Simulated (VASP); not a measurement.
A run of VASP 6.6.1 is set up as follows.

Contents of INCAR:

```
  PREC = Accurate
  ENCUT = 520
  EDIFF = 1E-6
  ISMEAR = 0
  SIGMA = 0.05
  LREAL = False
  LASPH = True
  NELM = 100
  ALGO = Normal
  ISIF = 2
  LWAVE = False
  LCHARG = False
  NBANDS = 50
```

File KPOINTS:

```
Automatic mesh
0
Gamma
  5 5 4
```

File POSCAR:

```
In2Bi
1.0
    5.4760000000      0.0000000000      0.0000000000
   -2.7380000000      4.7423550000      0.0000000000
    0.0000000000      0.0000000000      6.5400000000
In Bi
4 2
Direct
    0.0000000000      0.0000000000      0.0000000000
    0.0000000000      0.0000000000      0.5000000000
    0.3333333333      0.6666666667      0.7500000000
    0.6666666667      0.3333333333      0.2500000000
    0.3333333333      0.6666666667      0.2500000000
    0.6666666667      0.3333333333      0.7500000000
```

Potentials or basis: VASP PAW LDA potentials, release 64 (In_d, Bi_d).

Launch:

```bash
$ cat potpaw_LDA.64/In_d/POTCAR potpaw_LDA.64/Bi_d/POTCAR > POTCAR
$ mpirun -np 1 vasp_std > vasp.out
```

Q: Estimate the pressure.

A: -2.3 GPa.

Q: What does it give for the band gap on the k mesh?

A: Zero (band 41 reaches 8.17 eV, above the bottom of band 42 at 6.39 eV).

Stress tensor (GPa, compression positive):
```
-3.73  0.00  0.00
 0.00 -3.73  0.00
 0.00  0.00  0.63
```

Caveat: spin-orbit coupling is left out, which moves the levels of the heavy elements.
